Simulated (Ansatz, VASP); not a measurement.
**One calculation of Pb, two programs**

```
Pb
1.0
     3.48000    0.00000    0.00000
    -1.74000    3.01377    0.00000
     0.00000    0.00000    5.59000
Pb
2
Direct
  0.33333 0.66667 0.25000
  0.66667 0.33333 0.75000
```

Alike in both runs: task electric field gradients; functional PBEsol; k mesh 12 × 12 × 7; occupations fermi-dirac, width 0.05 eV; no spin polarisation.

|  | VASP | Ansatz |
| --- | --- | --- |
| version | VASP 6.6.1 | Ansatz 0.2.0 |
| potentials or method | VASP PAW PBE potentials, release 64 (Pb_d), cutoff 520 eV | all-electron PAW with datasets made for the crystal, scalar-relativistic |

Ansatz gave:

| Property | Result |
| --- | --- |
| pressure (GPa) | 0.9 |
| traceless stress, the component that is largest in VASP (GPa) | 0.08 |
| size of Vzz on the site where it differs most (V/Å²) | 6.9 |

Q: Estimate VASP's values.

A: Pressure (GPa): 0.8; traceless stress, the component that is largest in VASP (GPa): 0.11; size of Vzz on the site where it differs most (V/Å²): 8.5.

VASP's potentials were made for PBE, not for PBEsol. Ansatz ran all-electron here, and VASP with PAW potentials.

Neither program's run includes spin-orbit coupling.
